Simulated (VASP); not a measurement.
Crystal: BN.

```
N B
1.0
     2.49121    0.00000    0.00000
    -1.23834    2.16163    0.00000
    -0.62643   -1.08081    3.00225
N B
1 1
Direct
  0.66851 0.33238 0.98500
  0.97964 0.98350 0.00181
```

Base run:

- Program: VASP 6.6.1
- Functional: r2SCAN
- Potentials or basis: VASP PAW PBE potentials, release 64 (N, B)
- Cutoff: 520 eV
- k mesh: 13 × 13 × 9
- Occupations: fermi-dirac, width 0.05 eV
- Spin: no spin polarisation

Its results: band gap on the k mesh 3.31 eV (least direct gap 5.27 eV); pressure 6.9 GPa; largest force 2.853 eV/Å.

Q: The run is repeated on the same cell with these changes: functional from r2SCAN to PBE0; k mesh from 13 × 13 × 9 to 6 × 6 × 4. What comes out?

A: Band gap on the k mesh 4.92 eV (least direct gap 6.72 eV); pressure 5.2 GPa; largest force 2.937 eV/Å.

Several settings changed at once.

Caveats: some runs use coarse meshes; the PAW data sets were made with another functional, which shifts forces and pressure a little; the cell stands under pressure (at least some runs); an odd mesh through Γ misses points on the zone boundary, where band edges can lie (at least some runs).
